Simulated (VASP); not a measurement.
# Tl3Ru (Pm-3m) in VASP: further runs

Tl3Ru is run at these levels: PBE; tasks: single point.

Program: VASP 6.6.1. These are calculated values, not measurements. Logs are shortened: lines on timing, memory, paths and dates and some standing lists are left out, and cuts for length are marked.

### Step 1. The cell of the first run

Symmetry: Pm-3m, No. 221, cubic system. Conventional cell: a = 4.513 Å, b = 4.513 Å, c = 4.513 Å, α = 90.00°, β = 90.00°, γ = 90.00°. Ru (site symmetry m-3m) has 12 Tl at 3.19 Å within 4.2 Å. Tl (site symmetry 4/mmm) has 4 Ru at 3.19 Å and 8 Tl at 3.19 Å within 4.2 Å.

### Step 2. Single point, PBE

The input, INCAR:

```
SYSTEM = Tl3Ru
PREC     = Accurate       ! precision mode
ENCUT    = 520            ! plane-wave cutoff, eV
EDIFF    = 1E-6           ! SCF threshold, eV
ISMEAR   = 1              ! smearing method
SIGMA    = 0.1            ! smearing width, eV
LREAL    = .False.        ! projectors in reciprocal space
LASPH    = .True.         ! aspherical terms in the spheres
NELM     = 100            ! most SCF steps
ALGO     = Normal         ! electronic algorithm
ISIF     = 2              ! what is computed and relaxed
LWAVE    = .False.        ! write WAVECAR
LCHARG   = .True.         ! write CHGCAR
GGA      = PE             ! functional
LELF     = .True.         ! ELF
LVHAR    = .True.       
NBANDS   = 34             ! bands
```

The input, KPOINTS:

```
Automatic mesh
0
Gamma
  5 5 5
  0 0 0
```

The input, POSCAR:

```
Tl3Ru
1.0
    4.5132588962      0.0000000000      0.0000000000
    0.0000000000      4.5132588962      0.0000000000
    0.0000000000      0.0000000000      4.5132588962
Ru Tl
1 3
Direct
    0.0000000000      0.0000000000      0.0000000000
    0.0000000000      0.5000000000      0.5000000000
    0.5000000000      0.0000000000      0.5000000000
    0.5000000000      0.5000000000      0.0000000000
```

Potentials or basis: VASP PAW PBE potentials, release 64 (Ru_pv, Tl_d).

The run is started by

```console
$ cat potpaw_PBE.64/Ru_pv/POTCAR potpaw_PBE.64/Tl_d/POTCAR > POTCAR
$ mpirun -np 1 vasp_std > vasp.out
```

OUTCAR:

```text
SYSTEM = Tl3Ru
   PREC = Accurate
   ENCUT = 520
   EDIFF = 1E-6
   ISMEAR = 1
   LREAL = .False.
   LASPH = .True.
   NELM = 100
   ISIF = 2
   GGA = PE

 ion  position               nearest neighbor table
   1  0.000  0.000  0.000-   2 3.19   3 3.19   4 3.19   2 3.19   3 3.19   2 3.19   4 3.19   2 3.19
                             3 3.19   4 3.19   3 3.19   4 3.19
   2  0.000  0.500  0.500-   1 3.19   3 3.19   4 3.19   1 3.19   4 3.19   1 3.19   3 3.19   1 3.19
                             3 3.19   4 3.19   4 3.19   3 3.19
   3  0.500  0.000  0.500-   1 3.19   2 3.19   4 3.19   1 3.19   4 3.19   2 3.19   4 3.19   4 3.19
                             1 3.19   2 3.19   1 3.19   2 3.19
   4  0.500  0.500  0.000-   1 3.19   2 3.19   3 3.19   2 3.19   3 3.19   1 3.19   3 3.19   3 3.19
                             1 3.19   2 3.19   2 3.19   1 3.19

  LATTYP: Found a simple cubic cell.
 ALAT       =     4.5132588962

  Lattice vectors:

 A1 = (   4.5132588962,   0.0000000000,   0.0000000000)
 A2 = (   0.0000000000,   4.5132588962,   0.0000000000)
 A3 = (   0.0000000000,   0.0000000000,   4.5132588962)

Analysis of symmetry for initial positions (statically):
=====================================================================
 Subroutine PRICEL returns:
 Original cell was already a primitive cell.

 Routine SETGRP: Setting up the symmetry group for a
 simple cubic supercell.

 Subroutine GETGRP returns: Found 48 space group operations
 (whereof 48 operations were pure point group operations)
 out of a pool of 48 trial point group operations.

The static configuration has the point symmetry O_h .

Analysis of symmetry for dynamics (positions and initial velocities):
=====================================================================
 Subroutine PRICEL returns:
 Original cell was already a primitive cell.

 Routine SETGRP: Setting up the symmetry group for a
 simple cubic supercell.

 Subroutine GETGRP returns: Found 48 space group operations
 (whereof 48 operations were pure point group operations)
 out of a pool of 48 trial point group operations.

The dynamic configuration has the point symmetry O_h .

 Subroutine INISYM returns: Found 48 space group operations
 (whereof 48 operations are pure point group operations),
 and found     1 'primitive' translations

----------------------------------------------------------------------------------------

                                     Primitive cell

  volume of cell :      91.9329

  direct lattice vectors                    reciprocal lattice vectors
     4.513258896  0.000000000  0.000000000     0.221569385  0.000000000  0.000000000
     0.000000000  4.513258896  0.000000000     0.000000000  0.221569385  0.000000000
     0.000000000  0.000000000  4.513258896     0.000000000  0.000000000  0.221569385

  length of vectors
     4.513258896  4.513258896  4.513258896     0.221569385  0.221569385  0.221569385

  position of ions in fractional coordinates (direct lattice)
     0.000000000  0.000000000  0.000000000
     0.000000000  0.500000000  0.500000000
     0.500000000  0.000000000  0.500000000
     0.500000000  0.500000000  0.000000000

  ion indices of the primitive-cell ions
   primitive index   ion index
                 1           1
                 2           2
                 3           3
                 4           4

----------------------------------------------------------------------------------------

 KPOINTS: Automatic mesh

Automatic generation of k-mesh.
 Grid dimensions read from file:
 generate k-points for:    5    5    5

 Generating k-lattice:

  Cartesian coordinates                     Fractional coordinates (reciprocal lattice)
     0.044313877  0.000000000  0.000000000     0.200000000  0.000000000  0.000000000
     0.000000000  0.044313877  0.000000000     0.000000000  0.200000000  0.000000000
     0.000000000  0.000000000  0.044313877     0.000000000  0.000000000  0.200000000

  Length of vectors
     0.044313877  0.044313877  0.044313877

  Shift w.r.t. Gamma in fractional coordinates (k-lattice)
     0.000000000  0.000000000  0.000000000

 Subroutine IBZKPT returns following result:
 ===========================================

 Found     10 irreducible k-points:

 Following reciprocal coordinates:
            Coordinates               Weight
  0.000000  0.000000  0.000000      1.000000
  0.200000  0.000000  0.000000      6.000000
  0.400000  0.000000  0.000000      6.000000
  0.200000  0.200000  0.000000     12.000000
  0.400000  0.200000  0.000000     24.000000
  0.400000  0.400000  0.000000     12.000000
  0.200000  0.200000  0.200000      8.000000
  0.400000  0.200000  0.200000     24.000000
  0.400000  0.400000  0.200000     24.000000
  0.400000  0.400000  0.400000      8.000000
   k-points           NKPTS =     10   k-points in BZ     NKDIM =     10   number of bands    NBANDS=     34
   number of dos      NEDOS =    301   number of ions     NIONS =      4
   total plane-waves  NPLWV =  46656
   dimension x,y,z NGX =    36 NGY =   36 NGZ =   36
   dimension x,y,z NGXF=    72 NGYF=   72 NGZF=   72
   ions per type =               1   3
   NGX,Y,Z   is equivalent  to a cutoff of  13.26, 13.26, 13.26 a.u.
   NGXF,Y,Z  is equivalent  to a cutoff of  26.52, 26.52, 26.52 a.u.
 SYSTEM =  Tl3Ru
   PREC   = accura    normal or accurate (medium, high low for compatibility)
   ISTART =      0    job   : 0-new  1-cont  2-samecut
   ICHARG =      2    charge: 1-file 2-atom 10-const
   ISPIN  =      1    spin polarized calculation?
   LNONCOLLINEAR =      F non collinear calculations
   LSORBIT =      F    spin-orbit coupling
   LASPH  =      T    aspherical Exc in radial PAW
   ENCUT  =  520.0 eV  38.22 Ry    6.18 a.u.   8.39  8.39  8.39*2*pi/ulx,y,z
   NELM   =    100;   NELMIN=  2; NELMDL= -5     # of ELM steps
   EDIFF  = 0.1E-05   stopping-criterion for ELM
   LREAL  =      F    real-space projection
   EDIFFG = 0.1E-04   stopping-criterion for IOM
   NSW    =      0    number of steps for IOM
   IBRION =     -1    ionic relax: 0-MD 1-quasi-New 2-CG
   NFREE  =      0    steps in history (QN), initial steepest desc. (CG)
   ISIF   =      2    stress and relaxation
   ISYM   =      2    0-nonsym 1-usesym 2-fastsym
   POTIM  = 0.5000    time-step for ionic-motion
   TEBEG  =    0.0;   TEEND  =   0.0 temperature during run
   PSTRESS=    0.0 pullay stress
   NELECT =      53.0000    total number of electrons
   NUPDOWN=      -1.0000    fix difference up-down
   EMIN   =  10.00;   EMAX   =-10.00  energy-range for DOS
   EFERMI =   0.00;   METHOD = LEGACY
   ISMEAR =     1;   SIGMA  =   0.10  broadening in eV -4-tet -1-fermi 0-gaus
   EFERMI_NEDOS =   21; number of points for ismear=-14 and -15
   IALGO  =     38    algorithm
   IMIX   =      4    mixing-type and parameters
     AMIX     =   0.40;   BMIX     =  1.00
     AMIX_MAG =   1.60;   BMIX_MAG =  1.00
  volume/ion in A,a.u.               =      22.98       155.10
  Fermi-wavevector in a.u.,A,eV,Ry     =   1.362521  2.574791 25.258719  1.856463
  Thomas-Fermi vector in A             =   2.489003
   LORBIT       =      0    0 simple, 1 ext, 2 COOP (PROOUT), +10 PAW based schemes
   GGA     = PE    functional components
   LHFCALC =     F    Hartree Fock is set to
   AEXX    =    0.0000 exact exchange contribution
   IVDW    =     0    specifies the selected vdW correction
   LEPSILON=     F    determine dielectric tensor
   LRPA    =     F    only Hartree local field effects (RPA)
 non-spin polarized calculation
 Methfessel and Paxton  Order N= 1 SIGMA  =   0.10
  energy-cutoff  :      520.00
  volume of cell :       91.93
 maximum number of plane-waves:      2517
 NGX is ok and might be reduce to    36
   NGX = 17   NGY = 17   NGZ = 17

 number of electron      53.0000006 magnetization

 Free energy of the ion-electron system (eV)
  ---------------------------------------------------
  ext. energy  EPLUGINS =         0.00000000
  ---------------------------------------------------
  free energy    TOTEN  =       -12.88892660 eV

  energy without entropy =      -12.88235205  energy(sigma->0) =      -12.88673508

 E-fermi :   7.9848     XC(G=0): -11.2498

 val. band max:        7.9498673385   @ k =   0.4000   0.4000   0.2000
 cond. band min:       7.9908953568   @ k =   0.2000   0.2000   0.2000
 fundamental gap:      0.0410280182
 Fermi energy:         7.9847945465

 k-point     1 :       0.0000    0.0000    0.0000
  band No.  band energies     occupation
      1     -33.5806      2.00000
      2     -33.5806      2.00000
      3     -33.5806      2.00000
      4      -4.2591      2.00000
      5      -4.0833      2.00000
      6      -4.0833      2.00000
[... 26 lines left out ...]
     33      13.3154      0.00000
     34      14.7341      0.00000

 k-point     2 :       0.2000    0.0000    0.0000
  band No.  band energies     occupation
      1     -33.5811      2.00000
      2     -33.5806      2.00000
      3     -33.5806      2.00000
      4      -4.1540      2.00000
      5      -4.0600      2.00000
      6      -3.9812      2.00000
[... 26 lines left out ...]
     33      13.2297      0.00000
     34      13.4460      0.00000

 k-point     3 :       0.4000    0.0000    0.0000
  band No.  band energies     occupation
      1     -33.5818      2.00000
      2     -33.5806      2.00000
      3     -33.5806      2.00000
      4      -4.0189      2.00000
      5      -3.9315      2.00000
      6      -3.7003      2.00000
[... 26 lines left out ...]
     33      13.1429      0.00000
     34      15.6279      0.00000
[... 186 lines left out ...]
 k-point     9 :       0.4000    0.4000    0.2000
  band No.  band energies     occupation
      1     -33.5816      2.00000
      2     -33.5816      2.00000
      3     -33.5810      2.00000
      4      -3.9275      2.00000
      5      -3.7819      2.00000
      6      -3.7785      2.00000
[... 26 lines left out ...]
     33      15.3090      0.00000
     34      15.8561      0.00000

 k-point    10 :       0.4000    0.4000    0.4000
  band No.  band energies     occupation
      1     -33.5815      2.00000
      2     -33.5815      2.00000
      3     -33.5815      2.00000
      4      -3.9875      2.00000
      5      -3.8985      2.00000
      6      -3.8985      2.00000
[... 26 lines left out ...]
     33      16.8382      0.00000
     34      17.8254      0.00000

------------------------ aborting loop because EDIFF is reached ----------------------------------------

  FORCE on cell =-STRESS in cart. coord.  units (eV):
  Direction    XX          YY          ZZ          XY          YZ          ZX
  --------------------------------------------------------------------------------------
  -------------------------------------------------------------------------------------
  Total        0.6693312      0.6693312      0.6693312     -0.0000000     -0.0000000      0.0000000
  in kB       11.6648967     11.6648967     11.6648967     -0.0000000     -0.0000000      0.0000000
  external PRESSURE =      11.6648967 kB  Pullay stress =       0.0000000 kB

 VOLUME and BASIS-vectors are now :
 -----------------------------------------------------------------------------
  energy-cutoff  :      520.00
  volume of cell :       91.93
      direct lattice vectors                 reciprocal lattice vectors
     4.513258896  0.000000000  0.000000000     0.221569385  0.000000000  0.000000000
     0.000000000  4.513258896  0.000000000     0.000000000  0.221569385  0.000000000
     0.000000000  0.000000000  4.513258896     0.000000000  0.000000000  0.221569385

 POSITION                                       TOTAL-FORCE (eV/Angst)
 -----------------------------------------------------------------------------------
      0.00000      0.00000      0.00000         0.000000      0.000000      0.000000
      0.00000      2.25663      2.25663         0.000000      0.000000      0.000000
      2.25663      0.00000      2.25663         0.000000      0.000000      0.000000
      2.25663      2.25663      0.00000         0.000000      0.000000      0.000000
 -----------------------------------------------------------------------------------
    total drift:                                0.000000      0.000000      0.000000

  FREE ENERGIE OF THE ION-ELECTRON SYSTEM (eV)
  ---------------------------------------------------
  free  energy   TOTEN  =       -12.8889266015 eV

  energy  without entropy=      -12.8823520500  energy(sigma->0) =      -12.88673508
```

Wall time 13 s (1 thread of Intel Xeon 6975P-C (Granite Rapids), shared host); peak memory 0.2 GiB.

Results:

```yaml
Free_energy: -12.8889 eV
Pressure: 1.2 GPa
```

Caveat: spin-orbit coupling is left out, which moves the levels of the heavy elements.

[end of part 1 of 2]
